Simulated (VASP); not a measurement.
Input of a VASP 6.6.1 run:

INCAR

```
  ALGO = Normal
  EDIFF = 1E-6
  ENCUT = 520
  GGA = PS
  ISIF = 2
  ISMEAR = 1
  IVDW = 12
  LASPH = True
  LCHARG = True
  LELF = True
  LREAL = False
  LVHAR = True
  LWAVE = False
  NBANDS = 9
  NELM = 100
  PREC = Accurate
  SIGMA = 0.1
```

Contents of KPOINTS:

```
k-points
0
Gamma
  12 12 12
```

The input POSCAR:

```
Se
1.0
    2.7586641642      0.0000000000      0.0000000000
    0.0000000000      2.7586641642      0.0000000000
    0.0000000000      0.0000000000      2.7586641642
Se
1
Direct
    0.0000000000      0.0000000000      0.0000000000
```

Potentials or basis: VASP PAW PBE potentials, release 64 (Se).

Command:

```console
$ cat potpaw_PBE.64/Se/POTCAR > POTCAR
$ mpirun -np 1 vasp_std > vasp.out
```

Question: Estimate the dispersion energy per atom.

Answer: -0.358 eV.

Question: Predict the band gap on the k mesh.

Answer: Zero (band 3 reaches 8.62 eV, above the bottom of band 4 at 1.88 eV).

Question: What does it give for the pressure?

Answer: 0.1 GPa.

Caveat: the PAW data sets were made with another functional, which shifts forces and pressure a little; pairwise dispersion overbinds metals, which lowers pressure and volume.
